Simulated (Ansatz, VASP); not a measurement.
TeRu: VASP beside Ansatz

The input POSCAR:

```
TeRu
1.0
    0.0000000000      2.7284758642      2.7284758642
    2.7284758642      0.0000000000      2.7284758642
    2.7284758642      2.7284758642      0.0000000000
Ru Te
1 1
Direct
    0.5000000000      0.5000000000      0.5000000000
    0.0000000000      0.0000000000      0.0000000000
```

INCAR.step1

```
  PREC = Accurate
  ENCUT = 520
  ISMEAR = 0
  SIGMA = 0.05
  LREAL = False
  LASPH = True
  NELM = 60
  NBANDS = 17
  GGA = PE
  ALGO = Normal
  EDIFF = 1E-4
  LWAVE = True
  LCHARG = False
```

INCAR.step2

```
  PREC = Accurate
  ENCUT = 520
  EDIFF = 1E-6
  ISMEAR = 0
  SIGMA = 0.05
  LREAL = False
  LASPH = True
  NELM = 60
  ALGO = Normal
  ISIF = 2
  LWAVE = False
  LCHARG = False
  METAGGA = R2SCAN
  LMIXTAU = True
  NBANDS = 17
  ISTART = 1
```

KPOINTS

```
regular mesh
0
Gamma
  12 12 12
```

Input for Ansatz:

```yaml
crystal:
  lattice:
    - [0.0, 2.7284758642, 2.7284758642]
    - [2.7284758642, 0.0, 2.7284758642]
    - [2.7284758642, 2.7284758642, 0.0]
  atoms:
    - { symbol: Ru, position: [0.5, 0.5, 0.5] }
    - { symbol: Te, position: [0.0, 0.0, 0.0] }
basis:
  ecutwfc: 500
  ecutrho_ratio: 4
kpoints:
  mp_grid: { grid: [12, 12, 12] }
hamiltonian:
  xc: r2scan
scf:
  occupations: { method: gaussian, width: 0.05 }
output:
  forces: true
  stress: true
  eigenvalues: true
```

Alike in both runs: task single point; functional r2SCAN; k mesh 12 × 12 × 12; occupations gaussian, width 0.05 eV; no spin polarisation.

|  | VASP | Ansatz |
| --- | --- | --- |
| version | VASP 6.6.1 | Ansatz 0.2.0 |
| potentials or method | VASP PAW PBE potentials, release 64 (Ru_pv, Te), cutoff 520 eV | scalar-relativistic, plane waves, PAW |
| valence electrons in the cell | 20 | 32 |

|  | VASP | Ansatz | Ansatz less VASP |
| --- | --- | --- | --- |
| gap on the k mesh at the Fermi level (eV) | none | none | - |
| pressure (GPa) | -2.4 | -2.4 | 0.00 |

VASP's potentials were made for PBE, not for r2SCAN. A gap of «none» marks a metal or a gap that the smearing closes. With one functional, cell and mesh, what is left measures potentials, basis and numerics. VASP's potentials hold 20 valence electrons a cell and Ansatz's 32, so a difference there can come from the potentials and not from the codes.

Neither program's run includes spin-orbit coupling.
